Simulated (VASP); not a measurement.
# Ba (Fm-3m) in VASP: notebook

The runs below take Ba through single point, with RPBE.

Everything below comes from runs of VASP 6.6.1. Logs are shortened: lines on timing, memory, paths and dates and some standing lists are left out, and cuts for length are marked.

**1. The cell of the first run**

It takes space group Fm-3m (No. 225, cubic). The conventional cell has a = 6.520 Å, b = 6.520 Å, c = 6.520 Å, α = 90.00°, β = 90.00°, γ = 90.00°.

**2. Single point, RPBE**

INCAR

```
SYSTEM = Ba
PREC = Accurate ; ENCUT = 520
EDIFF = 1E-6 ; ISMEAR = -1
SIGMA = 0.1 ; LREAL = .False.
LASPH = .True. ; NELM = 100
ALGO = Normal ; ISIF = 2
LWAVE = .False. ; LCHARG = .False.
GGA = RP ; NBANDS = 11
```

KPOINTS

```
regular mesh
0
Gamma
  10 10 10
  0 0 0
```

POSCAR

```
Ba
1.0
    0.0000000000      3.2601083639      3.2601083639
    3.2601083639      0.0000000000      3.2601083639
    3.2601083639      3.2601083639      0.0000000000
Ba
1
Direct
    0.0000000000      0.0000000000      0.0000000000
```

Potentials or basis: VASP PAW PBE potentials, release 64 (Ba_sv).

Command:

```console
$ cat potpaw_PBE.64/Ba_sv/POTCAR > POTCAR
$ mpirun -np 1 vasp_std > vasp.out
```

OUTCAR:

```text
SYSTEM = Ba
   PREC = Accurate
   ENCUT = 520
   EDIFF = 1E-6
   ISMEAR = -1
   LREAL = .False.
   LASPH = .True.
   NELM = 100
   ISIF = 2
   GGA = RP

 ion  position               nearest neighbor table
   1  0.000  0.000  0.000-

  LATTYP: Found a face centered cubic cell.
 ALAT       =     6.5202167278

  Lattice vectors:

 A1 = (   0.0000000000,   3.2601083639,   3.2601083639)
 A2 = (   3.2601083639,   0.0000000000,   3.2601083639)
 A3 = (   3.2601083639,   3.2601083639,   0.0000000000)

Analysis of symmetry for initial positions (statically):
=====================================================================
 Subroutine PRICEL returns:
 Original cell was already a primitive cell.

 Routine SETGRP: Setting up the symmetry group for a
 face centered cubic supercell.

 Subroutine GETGRP returns: Found 48 space group operations
 (whereof 48 operations were pure point group operations)
 out of a pool of 48 trial point group operations.

The static configuration has the point symmetry O_h .

Analysis of symmetry for dynamics (positions and initial velocities):
=====================================================================
 Subroutine PRICEL returns:
 Original cell was already a primitive cell.

 Routine SETGRP: Setting up the symmetry group for a
 face centered cubic supercell.

 Subroutine GETGRP returns: Found 48 space group operations
 (whereof 48 operations were pure point group operations)
 out of a pool of 48 trial point group operations.

The dynamic configuration has the point symmetry O_h .

 Subroutine INISYM returns: Found 48 space group operations
 (whereof 48 operations are pure point group operations),
 and found     1 'primitive' translations

----------------------------------------------------------------------------------------

                                     Primitive cell

  volume of cell :      69.2989

  direct lattice vectors                    reciprocal lattice vectors
     0.000000000  3.260108364  3.260108364    -0.153369135  0.153369135  0.153369135
     3.260108364  0.000000000  3.260108364     0.153369135 -0.153369135  0.153369135
     3.260108364  3.260108364  0.000000000     0.153369135  0.153369135 -0.153369135

  length of vectors
     4.610489463  4.610489463  4.610489463     0.265643134  0.265643134  0.265643134

  position of ions in fractional coordinates (direct lattice)
     0.000000000  0.000000000  0.000000000

  ion indices of the primitive-cell ions
   primitive index   ion index
                 1           1

----------------------------------------------------------------------------------------

 KPOINTS: regular mesh

Automatic generation of k-mesh.
 Grid dimensions read from file:
 generate k-points for:   10   10   10

 Generating k-lattice:

  Cartesian coordinates                     Fractional coordinates (reciprocal lattice)
    -0.015336914  0.015336914  0.015336914     0.100000000  0.000000000  0.000000000
     0.015336914 -0.015336914  0.015336914     0.000000000  0.100000000  0.000000000
     0.015336914  0.015336914 -0.015336914     0.000000000  0.000000000  0.100000000

  Length of vectors
     0.026564313  0.026564313  0.026564313

  Shift w.r.t. Gamma in fractional coordinates (k-lattice)
     0.000000000  0.000000000  0.000000000

 Subroutine IBZKPT returns following result:
 ===========================================

 Found     47 irreducible k-points:

 Following reciprocal coordinates:
            Coordinates               Weight
  0.000000  0.000000  0.000000      1.000000
  0.100000  0.000000  0.000000      8.000000
  0.200000  0.000000  0.000000      8.000000
  0.300000  0.000000  0.000000      8.000000
  0.400000  0.000000  0.000000      8.000000
  0.500000  0.000000  0.000000      4.000000
[... 16 lines left out ...]
  0.300000  0.300000  0.000000      6.000000
  0.400000  0.300000  0.000000     24.000000
 [... further k-points ...]
   k-points           NKPTS =     47   k-points in BZ     NKDIM =     47   number of bands    NBANDS=     11
   number of dos      NEDOS =    301   number of ions     NIONS =      1
   total plane-waves  NPLWV =  46656
   dimension x,y,z NGX =    36 NGY =   36 NGZ =   36
   dimension x,y,z NGXF=    72 NGYF=   72 NGZF=   72
   ions per type =               1
   NGX,Y,Z   is equivalent  to a cutoff of  12.98, 12.98, 12.98 a.u.
   NGXF,Y,Z  is equivalent  to a cutoff of  25.96, 25.96, 25.96 a.u.
 SYSTEM =  Ba
   PREC   = accura    normal or accurate (medium, high low for compatibility)
   ISTART =      0    job   : 0-new  1-cont  2-samecut
   ICHARG =      2    charge: 1-file 2-atom 10-const
   ISPIN  =      1    spin polarized calculation?
   LNONCOLLINEAR =      F non collinear calculations
   LSORBIT =      F    spin-orbit coupling
   LASPH  =      T    aspherical Exc in radial PAW
   ENCUT  =  520.0 eV  38.22 Ry    6.18 a.u.   8.57  8.57  8.57*2*pi/ulx,y,z
   NELM   =    100;   NELMIN=  2; NELMDL= -5     # of ELM steps
   EDIFF  = 0.1E-05   stopping-criterion for ELM
   LREAL  =      F    real-space projection
   EDIFFG = 0.1E-04   stopping-criterion for IOM
   NSW    =      0    number of steps for IOM
   IBRION =     -1    ionic relax: 0-MD 1-quasi-New 2-CG
   NFREE  =      0    steps in history (QN), initial steepest desc. (CG)
   ISIF   =      2    stress and relaxation
   ISYM   =      2    0-nonsym 1-usesym 2-fastsym
   POTIM  = 0.5000    time-step for ionic-motion
   TEBEG  =    0.0;   TEEND  =   0.0 temperature during run
   PSTRESS=    0.0 pullay stress
   NELECT =      10.0000    total number of electrons
   NUPDOWN=      -1.0000    fix difference up-down
   EMIN   =  10.00;   EMAX   =-10.00  energy-range for DOS
   EFERMI =   0.00;   METHOD = LEGACY
   ISMEAR =    -1;   SIGMA  =   0.10  broadening in eV -4-tet -1-fermi 0-gaus
   EFERMI_NEDOS =   21; number of points for ismear=-14 and -15
   IALGO  =     38    algorithm
   IMIX   =      4    mixing-type and parameters
     AMIX     =   0.40;   BMIX     =  1.00
     AMIX_MAG =   1.60;   BMIX_MAG =  1.00
  volume/ion in A,a.u.               =      69.30       467.65
  Fermi-wavevector in a.u.,A,eV,Ry     =   0.858683  1.622675 10.032069  0.737336
  Thomas-Fermi vector in A             =   1.975924
   LORBIT       =      0    0 simple, 1 ext, 2 COOP (PROOUT), +10 PAW based schemes
   GGA     = RP    functional components
   LHFCALC =     F    Hartree Fock is set to
   AEXX    =    0.0000 exact exchange contribution
   IVDW    =     0    specifies the selected vdW correction
   LEPSILON=     F    determine dielectric tensor
   LRPA    =     F    only Hartree local field effects (RPA)
 non-spin polarized calculation
  energy-cutoff  :      520.00
  volume of cell :       69.30
 maximum number of plane-waves:      1892
 NGX is ok and might be reduce to    36
   NGX = 17   NGY = 17   NGZ = 17

 number of electron      10.0000000 magnetization

 number of electron       9.9999999 magnetization

 Free energy of the ion-electron system (eV)
  ---------------------------------------------------
  ext. energy  EPLUGINS =         0.00000000
  ---------------------------------------------------
  free energy    TOTEN  =        -1.69950398 eV

  energy without entropy =       -1.64095407  energy(sigma->0) =       -1.67022903

 E-fermi :   1.4960     XC(G=0):  -7.0009

 val. band max:        1.4146142161   @ k =  -0.4000   0.3000   0.0000
 cond. band min:       1.4966460460   @ k =   0.5000   0.4000   0.0000
 fundamental gap:      0.0820318299
 Fermi energy:         1.4960084876

 k-point     1 :       0.0000    0.0000    0.0000
  band No.  band energies     occupation
      1     -27.6169      2.00000
      2     -12.6289      2.00000
      3     -12.6289      2.00000
      4     -12.6289      2.00000
      5      -1.2316      2.00000
      6       3.1900      0.00000
      7       3.1900      0.00000
      8       3.1900      0.00000
      9       4.5850      0.00000
     10       4.5850      0.00000
     11       7.2416      0.00000

 k-point     2 :       0.1000    0.0000    0.0000
  band No.  band energies     occupation
      1     -27.6145      2.00000
      2     -12.6619      2.00000
      3     -12.6332      2.00000
      4     -12.6332      2.00000
      5      -1.0746      2.00000
      6       2.9946      0.00000
      7       3.2637      0.00000
      8       3.2637      0.00000
      9       4.4900      0.00000
     10       4.4900      0.00000
     11       7.6171      0.00000

 k-point     3 :       0.2000    0.0000    0.0000
  band No.  band energies     occupation
      1     -27.6081      2.00000
      2     -12.7467      2.00000
      3     -12.6443      2.00000
      4     -12.6443      2.00000
      5      -0.6420      2.00000
      6       2.6056      0.00003
      7       3.3672      0.00000
      8       3.3672      0.00000
      9       4.4281      0.00000
     10       4.4281      0.00000
     11       7.6369      0.00000

 k-point     4 :       0.3000    0.0000    0.0000
  band No.  band energies     occupation
      1     -27.6001      2.00000
      2     -12.8482      2.00000
      3     -12.6580      2.00000
      4     -12.6580      2.00000
      5      -0.0618      2.00000
      6       2.2968      0.00067
      7       3.2763      0.00000
      8       3.2763      0.00000
      9       4.7586      0.00000
     10       4.7586      0.00000
     11       7.0601      0.00000
[... 239 lines left out ...]
 k-point    22 :      -0.2000    0.2000    0.0000
  band No.  band energies     occupation
      1     -27.5974      2.00000
      2     -12.8320      2.00000
      3     -12.7210      2.00000
      4     -12.6564      2.00000
      5       0.1995      2.00000
      6       2.2392      0.00118
      7       2.8119      0.00000
      8       3.7183      0.00000
      9       3.9726      0.00000
     10       5.5238      0.00000
     11       7.9357      0.00000

 k-point    23 :       0.3000    0.3000    0.0000
  band No.  band energies     occupation
      1     -27.5946      2.00000
      2     -12.8377      2.00000
      3     -12.7071      2.00000
      4     -12.7071      2.00000
      5       0.2808      1.99999
      6       1.8553      0.05357
      7       2.8518      0.00000
      8       4.2937      0.00000
      9       4.2937      0.00000
     10       5.2150      0.00000
     11       9.0227      0.00000

 k-point    24 :       0.4000    0.3000    0.0000
  band No.  band energies     occupation
      1     -27.5895      2.00000
      2     -12.8804      2.00000
      3     -12.7309      2.00000
      4     -12.7204      2.00000
      5       0.6483      1.99958
      6       1.7074      0.21560
      7       2.6758      0.00002
      8       4.4244      0.00000
      9       4.8525      0.00000
     10       5.5530      0.00000
     11       7.7443      0.00000

 [... further k-points ...]

------------------------ aborting loop because EDIFF is reached ----------------------------------------

  FORCE on cell =-STRESS in cart. coord.  units (eV):
  Direction    XX          YY          ZZ          XY          YZ          ZX
  --------------------------------------------------------------------------------------
  -------------------------------------------------------------------------------------
  Total        0.0398162      0.0398162      0.0398162     -0.0000000      0.0000000      0.0000000
  in kB        0.9205440      0.9205440      0.9205440     -0.0000000      0.0000000      0.0000000
  external PRESSURE =       0.9205440 kB  Pullay stress =       0.0000000 kB

 VOLUME and BASIS-vectors are now :
 -----------------------------------------------------------------------------
  energy-cutoff  :      520.00
  volume of cell :       69.30
      direct lattice vectors                 reciprocal lattice vectors
     0.000000000  3.260108364  3.260108364    -0.153369135  0.153369135  0.153369135
     3.260108364  0.000000000  3.260108364     0.153369135 -0.153369135  0.153369135
     3.260108364  3.260108364  0.000000000     0.153369135  0.153369135 -0.153369135

 POSITION                                       TOTAL-FORCE (eV/Angst)
 -----------------------------------------------------------------------------------
      0.00000      0.00000      0.00000         0.000000      0.000000      0.000000
 -----------------------------------------------------------------------------------
    total drift:                               -0.000000      0.000000      0.000000

  FREE ENERGIE OF THE ION-ELECTRON SYSTEM (eV)
  ---------------------------------------------------
  free  energy   TOTEN  =        -1.6995039831 eV

  energy  without entropy=       -1.6409540677  energy(sigma->0) =       -1.67022903
```

It took 24 s on 1 thread of Intel Xeon Platinum 8375C at 2.90GHz (Ice Lake), shared host; peak memory 0.21 GiB.

What came out:

```
Free energy            : -1.6995 eV
Pressure               : 0.1 GPa
Band gap on the k mesh : zero (band 5 reaches 1.50 eV, above the bottom of band 6 at 1.41 eV)
```

Levels at points of the mesh, in eV from the Fermi level:
```tsv
k point	band 1	band 2	band 3	band 4	band 5	band 6	band 7	band 8	band 9	band 10
(0.00, 0.00, 0.00)	-29.11	-14.12	-14.12	-14.12	-2.73	1.69	1.69	1.69	3.09	3.09
(0.50, 0.00, 0.00)	-29.09	-14.45	-14.17	-14.17	-0.91	0.77	1.56	1.56	4.14	4.14
(0.50, 0.50, 0.00)	-29.08	-14.43	-14.24	-14.24	-0.72	-0.08	1.70	4.15	4.45	4.45
```

Caveat: the PAW data sets were made with another functional, which shifts forces and pressure a little; spin-orbit coupling is left out, which moves the levels of the heavy elements.

**3. Single point, RPBE (volume scaled by 1.04)**

INCAR

```
ALGO = Normal
EDIFF = 1E-6
ENCUT = 520
GGA = RP
ISIF = 2
ISMEAR = -1
LASPH = True
LCHARG = False
LREAL = False
LWAVE = False
NBANDS = 11
NELM = 80
PREC = Accurate
SIGMA = 0.1
```

KPOINTS

```
k-points
0
Gamma
  10 10 10
```

POSCAR

```
Ba
1.0
    0.0000000000      3.3030094463      3.3030094463
    3.3030094463      0.0000000000      3.3030094463
    3.3030094463      3.3030094463      0.0000000000
Ba
1
Direct
    0.0000000000      0.0000000000      0.0000000000
```

Potentials or basis: VASP PAW PBE potentials, release 64 (Ba_sv).

Command:

```console
$ cat potpaw_PBE.64/Ba_sv/POTCAR > POTCAR
$ mpirun -np 1 vasp_std > vasp.out
```

Run time: 23 s. Hardware: 1 thread of Intel Xeon Platinum 8375C at 2.90GHz (Ice Lake), shared host; peak memory 0.21 GiB.

It converged, with:

```yaml
Free_energy: -1.6986 eV
Pressure: -0.2 GPa
Band_gap_on_the_k_mesh: zero (band 5 reaches 1.39 eV, above the bottom of band 6 at 1.32 eV)
```

Levels at points of the mesh, in eV from the Fermi level:
```
           k point  band 2  band 3  band 4  band 5  band 6  band 7  band 8  band 9
(0.00, 0.00, 0.00)  -14.21  -14.21  -14.21   -2.70    1.65    1.65    1.65    2.98
(0.50, 0.00, 0.00)  -14.50  -14.25  -14.25   -0.89    0.68    1.53    1.53    3.98
(0.50, 0.50, 0.00)  -14.48  -14.32  -14.32   -0.68   -0.06    1.58    3.99    4.28
```

Caveat: the PAW data sets were made with another functional, which shifts forces and pressure a little; spin-orbit coupling is left out, which moves the levels of the heavy elements.
